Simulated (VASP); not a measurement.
# MnO2 (Pnnm) in VASP: single point with PBE

Aim: the single point of MnO2 with PBE.

All numbers are computed with VASP 6.6.1; they aren't measurements. Logs are shortened: lines on timing, memory, paths and dates and some standing lists are left out, and cuts for length are marked.

## 1. The cell of the first run

It takes space group Pnnm (No. 58, orthorhombic). Conventional cell: a = 4.367 Å, b = 4.519 Å, c = 2.874 Å, α = 90.00°, β = 90.00°, γ = 90.00°. Mn (site symmetry 2/m) has 6 O at 1.89 to 1.93 Å within 2.5 Å. O (site symmetry m) has 3 Mn at 1.89 to 1.93 Å and 1 O at 2.46 Å within 2.5 Å.

## 2. Single point, PBE, collinear spin, ferromagnetic start

Contents of INCAR:

```
  PREC = Accurate
  ENCUT = 520
  EDIFF = 1E-6
  ISMEAR = 0
  SIGMA = 0.1
  LREAL = False
  LASPH = True
  NELM = 150
  ALGO = Normal
  ISIF = 2
  LWAVE = False
  LCHARG = False
  ISPIN = 2
  MAGMOM = 2.73 2.73 0 0 0 0
  LORBIT = 11
  LMAXMIX = 4
  GGA = PE
  NBANDS = 38
```

Contents of KPOINTS:

```
regular mesh
0
Gamma
  4 4 6
```

Contents of POSCAR:

```
MnO2
1.0
    4.3674153496      0.0000000000      0.0000000000
    0.0000000000      4.5186876760      0.0000000000
    0.0000000000      0.0000000000      2.8744122582
Mn O
2 4
Direct
    0.5000000000      0.5000000000      0.5000000000
    0.0000000000      0.0000000000      0.0000000000
    0.2162723340      0.8260472404      0.5000000000
    0.7162723340      0.6739527596      0.0000000000
    0.7837276660      0.1739527596      0.5000000000
    0.2837276660      0.3260472404      0.0000000000
```

Potentials or basis: VASP PAW PBE potentials, release 64 (Mn_pv, O).

Started as:

```sh
cat potpaw_PBE.64/Mn_pv/POTCAR potpaw_PBE.64/O/POTCAR > POTCAR
mpirun -np 1 vasp_std > vasp.out
```

OUTCAR:

```text
PREC = Accurate
   ENCUT = 520
   EDIFF = 1E-6
   ISMEAR = 0
   LREAL = False
   LASPH = True
   NELM = 150
   ISIF = 2
   ISPIN = 2
   LORBIT = 11
   GGA = PE

 ion  position               nearest neighbor table
   1  0.500  0.500  0.500-   4 1.89   6 1.89   4 1.89   6 1.89   5 1.93   3 1.93
   2  0.000  0.000  0.000-   3 1.89   5 1.89   3 1.89   5 1.89   4 1.93   6 1.93
   3  0.216  0.826  0.500-   2 1.89   2 1.89   1 1.93
   4  0.716  0.674  0.000-   1 1.89   1 1.89   2 1.93
   5  0.784  0.174  0.500-   2 1.89   2 1.89   1 1.93
   6  0.284  0.326  0.000-   1 1.89   1 1.89   2 1.93

  LATTYP: Found a simple orthorhombic cell.
 ALAT       =     2.8744122582
 B/A-ratio  =     1.5194116074
 C/A-ratio  =     1.5720388275

  Lattice vectors:

 A1 = (   0.0000000000,   0.0000000000,   2.8744122582)
 A2 = (   4.3674153496,   0.0000000000,   0.0000000000)
 A3 = (   0.0000000000,   4.5186876760,   0.0000000000)

Analysis of symmetry for initial positions (statically):
=====================================================================
 Subroutine PRICEL returns:
 Original cell was already a primitive cell.

 Routine SETGRP: Setting up the symmetry group for a
 simple orthorhombic supercell.

 Subroutine GETGRP returns: Found  8 space group operations
 (whereof  4 operations were pure point group operations)
 out of a pool of  8 trial point group operations.

The static configuration has the point symmetry C_2h.
 The point group associated with its full space group is D_2h.

Analysis of symmetry for dynamics (positions and initial velocities):
=====================================================================
 Subroutine PRICEL returns:
 Original cell was already a primitive cell.

 Routine SETGRP: Setting up the symmetry group for a
 simple orthorhombic supercell.

 Subroutine GETGRP returns: Found  8 space group operations
 (whereof  4 operations were pure point group operations)
 out of a pool of  8 trial point group operations.

The dynamic configuration has the point symmetry C_2h.
 The point group associated with its full space group is D_2h.

Analysis of structural, dynamic, and magnetic symmetry:
=====================================================================
 Subroutine PRICEL returns:
 Original cell was already a primitive cell.

 Routine SETGRP: Setting up the symmetry group for a
 simple orthorhombic supercell.

 Subroutine GETGRP returns: Found  8 space group operations
 (whereof  4 operations were pure point group operations)
 out of a pool of  8 trial point group operations.

The overall configuration has the point symmetry C_2h.
 The point group associated with its full space group is D_2h.

 Subroutine INISYM returns: Found  8 space group operations
 (whereof  4 operations are pure point group operations),
 and found     1 'primitive' translations

----------------------------------------------------------------------------------------

                                     Primitive cell

  volume of cell :      56.7265

  direct lattice vectors                    reciprocal lattice vectors
     4.367415350  0.000000000  0.000000000     0.228968376  0.000000000  0.000000000
     0.000000000  4.518687676  0.000000000     0.000000000  0.221303191  0.000000000
     0.000000000  0.000000000  2.874412258     0.000000000  0.000000000  0.347897208

  length of vectors
     4.367415350  4.518687676  2.874412258     0.228968376  0.221303191  0.347897208

  position of ions in fractional coordinates (direct lattice)
     0.500000000  0.500000000  0.500000000
     0.000000000  0.000000000  0.000000000
     0.216272334  0.826047240  0.500000000
     0.716272334  0.673952760  0.000000000
     0.783727666  0.173952760  0.500000000
     0.283727666  0.326047240  0.000000000

  ion indices of the primitive-cell ions
   primitive index   ion index
                 1           1
                 2           2
                 3           3
                 4           4
                 5           5
                 6           6

----------------------------------------------------------------------------------------

 KPOINTS: regular mesh

Automatic generation of k-mesh.
 Grid dimensions read from file:
 generate k-points for:    4    4    6

 Generating k-lattice:

  Cartesian coordinates                     Fractional coordinates (reciprocal lattice)
     0.057242094  0.000000000  0.000000000     0.250000000  0.000000000  0.000000000
     0.000000000  0.055325798  0.000000000     0.000000000  0.250000000  0.000000000
     0.000000000  0.000000000  0.057982868     0.000000000  0.000000000  0.166666667

  Length of vectors
     0.057242094  0.055325798  0.057982868

  Shift w.r.t. Gamma in fractional coordinates (k-lattice)
     0.000000000  0.000000000  0.000000000

 Subroutine IBZKPT returns following result:
 ===========================================

 Found     36 irreducible k-points:

 Following reciprocal coordinates:
            Coordinates               Weight
  0.000000  0.000000  0.000000      1.000000
  0.250000  0.000000  0.000000      2.000000
  0.500000  0.000000  0.000000      1.000000
  0.000000  0.250000  0.000000      2.000000
  0.250000  0.250000  0.000000      4.000000
  0.500000  0.250000  0.000000      2.000000
[... 16 lines left out ...]
  0.250000  0.250000  0.333333      8.000000
  0.500000  0.250000  0.333333      4.000000
 [... further k-points ...]
   k-points           NKPTS =     36   k-points in BZ     NKDIM =     36   number of bands    NBANDS=     38
   number of dos      NEDOS =    301   number of ions     NIONS =      6
   total plane-waves  NPLWV =  27648
   dimension x,y,z NGX =    32 NGY =   36 NGZ =   24
   dimension x,y,z NGXF=    64 NGYF=   72 NGZF=   48
   ions per type =               2   4
   NGX,Y,Z   is equivalent  to a cutoff of  12.18, 13.24, 13.88 a.u.
   NGXF,Y,Z  is equivalent  to a cutoff of  24.36, 26.49, 27.76 a.u.
 SYSTEM =  unknown system
   PREC   = accura    normal or accurate (medium, high low for compatibility)
   ISTART =      0    job   : 0-new  1-cont  2-samecut
   ICHARG =      2    charge: 1-file 2-atom 10-const
   ISPIN  =      2    spin polarized calculation?
   LNONCOLLINEAR =      F non collinear calculations
   LSORBIT =      F    spin-orbit coupling
   LASPH  =      T    aspherical Exc in radial PAW
   ENCUT  =  520.0 eV  38.22 Ry    6.18 a.u.   8.12  8.40  5.34*2*pi/ulx,y,z
   NELM   =    150;   NELMIN=  2; NELMDL= -5     # of ELM steps
   EDIFF  = 0.1E-05   stopping-criterion for ELM
   LREAL  =      F    real-space projection
   EDIFFG = 0.1E-04   stopping-criterion for IOM
   NSW    =      0    number of steps for IOM
   IBRION =     -1    ionic relax: 0-MD 1-quasi-New 2-CG
   NFREE  =      0    steps in history (QN), initial steepest desc. (CG)
   ISIF   =      2    stress and relaxation
   ISYM   =      2    0-nonsym 1-usesym 2-fastsym
   POTIM  = 0.5000    time-step for ionic-motion
   TEBEG  =    0.0;   TEEND  =   0.0 temperature during run
   PSTRESS=    0.0 pullay stress
   NELECT =      50.0000    total number of electrons
   NUPDOWN=      -1.0000    fix difference up-down
   EMIN   =  10.00;   EMAX   =-10.00  energy-range for DOS
   EFERMI =   0.00;   METHOD = LEGACY
   ISMEAR =     0;   SIGMA  =   0.10  broadening in eV -4-tet -1-fermi 0-gaus
   EFERMI_NEDOS =   21; number of points for ismear=-14 and -15
   IALGO  =     38    algorithm
   IMIX   =      4    mixing-type and parameters
     AMIX     =   0.40;   BMIX     =  1.00
     AMIX_MAG =   1.60;   BMIX_MAG =  1.00
  volume/ion in A,a.u.               =       9.45        63.80
  Fermi-wavevector in a.u.,A,eV,Ry     =   1.569650  2.966209 33.522057  2.463802
  Thomas-Fermi vector in A             =   2.671501
   LORBIT       =     11    0 simple, 1 ext, 2 COOP (PROOUT), +10 PAW based schemes
   GGA     = PE    functional components
   LHFCALC =     F    Hartree Fock is set to
   AEXX    =    0.0000 exact exchange contribution
   IVDW    =     0    specifies the selected vdW correction
   LEPSILON=     F    determine dielectric tensor
   LRPA    =     F    only Hartree local field effects (RPA)
 spin polarized calculation
 Gauss-broadening in eV      SIGMA  =   0.10
  energy-cutoff  :      520.00
  volume of cell :       56.73
 maximum number of plane-waves:      1550
   NGX = 17   NGY = 17   NGZ = 11

 number of electron      50.0000034 magnetization       5.9984817

 Free energy of the ion-electron system (eV)
  ---------------------------------------------------
  ext. energy  EPLUGINS =         0.00000000
  ---------------------------------------------------
  free energy    TOTEN  =       -47.73420402 eV

  energy without entropy =      -47.73337745  energy(sigma->0) =      -47.73379074

 E-fermi :   5.1690     XC(G=0): -11.9082

 val. band max:        5.0842337755   @ k =   0.5000   0.5000   0.0000
 cond. band min:       5.1959868188   @ k =   0.0000   0.0000   0.0000
 fundamental gap:      0.1117530433
 Fermi energy:         5.1689827217

 spin component 1

 k-point     1 :       0.0000    0.0000    0.0000
  band No.  band energies     occupation
      1     -45.5932      1.00000
      2     -45.5866      1.00000
      3     -45.5426      1.00000
      4     -45.5328      1.00000
      5     -45.4559      1.00000
      6     -45.4475      1.00000
[... 29 lines left out ...]
     36      18.4089      0.00000
     37      20.2334      0.00000

 k-point     2 :       0.2500    0.0000    0.0000
  band No.  band energies     occupation
      1     -45.5922      1.00000
      2     -45.5875      1.00000
      3     -45.5406      1.00000
      4     -45.5336      1.00000
      5     -45.4554      1.00000
      6     -45.4495      1.00000
[... 29 lines left out ...]
     36      18.0558      0.00000
     37      20.3417      0.00000
[... 838 lines left out ...]
     36      19.2635      0.00000
     37      19.9111      0.00000

 k-point    24 :       0.5000    0.2500    0.3333
  band No.  band energies     occupation
      1     -45.6683      1.00000
      2     -45.6683      1.00000
      3     -45.5251      1.00000
      4     -45.5251      1.00000
      5     -45.4465      1.00000
      6     -45.4465      1.00000
[... 29 lines left out ...]
     36      18.8315      0.00000
     37      19.9823      0.00000

 [... further k-points ...]

 spin component 2

 k-point     1 :       0.0000    0.0000    0.0000
  band No.  band energies     occupation
      1     -42.5828      1.00000
      2     -42.5746      1.00000
      3     -42.5349      1.00000
      4     -42.5192      1.00000
      5     -42.4331      1.00000
      6     -42.4191      1.00000
[... 29 lines left out ...]
     36      19.2293      0.00000
     37      20.7562      0.00000

 k-point     2 :       0.2500    0.0000    0.0000
  band No.  band energies     occupation
      1     -42.5816      1.00000
      2     -42.5758      1.00000
      3     -42.5319      1.00000
      4     -42.5206      1.00000
      5     -42.4321      1.00000
      6     -42.4221      1.00000
[... 29 lines left out ...]
     36      18.7960      0.00000
     37      20.8529      0.00000
[... 838 lines left out ...]
     36      19.9022      0.00000
     37      20.4791      0.00000

 k-point    24 :       0.5000    0.2500    0.3333
  band No.  band energies     occupation
      1     -42.6715      1.00000
      2     -42.6715      1.00000
      3     -42.5114      1.00000
      4     -42.5114      1.00000
      5     -42.4196      1.00000
      6     -42.4196      1.00000
[... 29 lines left out ...]
     36      19.4535      0.00000
     37      20.4630      0.00000

 [... further k-points ...]

 [bands above 37 left out]

------------------------ aborting loop because EDIFF is reached ----------------------------------------

  FORCE on cell =-STRESS in cart. coord.  units (eV):
  Direction    XX          YY          ZZ          XY          YZ          ZX
  --------------------------------------------------------------------------------------
  -------------------------------------------------------------------------------------
  Total        0.2149146      0.2295883      0.3578975      0.0000000      0.0000000      0.0000000
  in kB        6.0700273      6.4844710     10.1084215      0.0000000      0.0000000      0.0000000
  external PRESSURE =       7.5543066 kB  Pullay stress =       0.0000000 kB

 VOLUME and BASIS-vectors are now :
 -----------------------------------------------------------------------------
  energy-cutoff  :      520.00
  volume of cell :       56.73
      direct lattice vectors                 reciprocal lattice vectors
     4.367415350  0.000000000  0.000000000     0.228968376  0.000000000  0.000000000
     0.000000000  4.518687676  0.000000000     0.000000000  0.221303191  0.000000000
     0.000000000  0.000000000  2.874412258     0.000000000  0.000000000  0.347897208

 POSITION                                       TOTAL-FORCE (eV/Angst)
 -----------------------------------------------------------------------------------
      2.18371      2.25934      1.43721        -0.000000      0.000000      0.000000
      0.00000      0.00000      0.00000        -0.000000      0.000000      0.000000
      0.94455      3.73265      1.43721         0.030268     -0.015788     -0.000000
      3.12826      3.04538      0.00000         0.030268      0.015788      0.000000
      3.42286      0.78604      1.43721        -0.030268      0.015788      0.000000
      1.23916      1.47331      0.00000        -0.030268     -0.015788     -0.000000
 -----------------------------------------------------------------------------------
    total drift:                               -0.000000      0.000000      0.000000

  FREE ENERGIE OF THE ION-ELECTRON SYSTEM (eV)
  ---------------------------------------------------
  free  energy   TOTEN  =       -47.7342040197 eV

  energy  without entropy=      -47.7333774542  energy(sigma->0) =      -47.73379074

 total charge

# of ion       s       p       d       tot
------------------------------------------
    1        0.343   6.446   4.875  11.664
    2        0.343   6.446   4.875  11.664
    3        1.570   3.448   0.000   5.018
    4        1.570   3.448   0.000   5.018
    5        1.570   3.448   0.000   5.018
    6        1.570   3.448   0.000   5.018
--------------------------------------------------
tot          6.966  26.685   9.750  43.400

 magnetization (x)

# of ion       s       p       d       tot
------------------------------------------
    1        0.018   0.029   2.684   2.731
    2        0.018   0.029   2.684   2.731
    3        0.002   0.080   0.000   0.082
    4        0.002   0.080   0.000   0.082
    5        0.002   0.080   0.000   0.082
    6        0.002   0.080   0.000   0.082
--------------------------------------------------
tot          0.044   0.377   5.368   5.789
```

Run time: 2.2 min. Hardware: 1 thread of Intel Xeon Platinum 8259CL at 2.50GHz (Skylake/Cascade Lake), shared host; peak memory 0.26 GiB.

Results:

```yaml
Free_energy: -47.7342 eV
Pressure: 0.8 GPa
Largest_force: 0.034 eV/Å
Band_gap_on_the_k_mesh: 0.11 eV (least direct gap 0.27 eV)
Net_moment: 6.00 μB per cell
Site_moments: Mn +2.73; O +0.08 μB
Valence_electrons_inside_the_program's_atomic_spheres: Mn 11.66; O 5.02
```

Forces on the atoms (eV/Å):
```
Mn   0.000  0.000  0.000
Mn   0.000  0.000  0.000
O    0.030 -0.016  0.000
O    0.030  0.016  0.000
O   -0.030  0.016  0.000
O   -0.030 -0.016  0.000
```

Stress tensor (GPa, compression positive):
```
0.61 0.00 0.00
0.00 0.65 0.00
0.00 0.00 1.01
```

Caveat: only a ferromagnetic start was run, and an antiferromagnetic order may lie lower in energy.
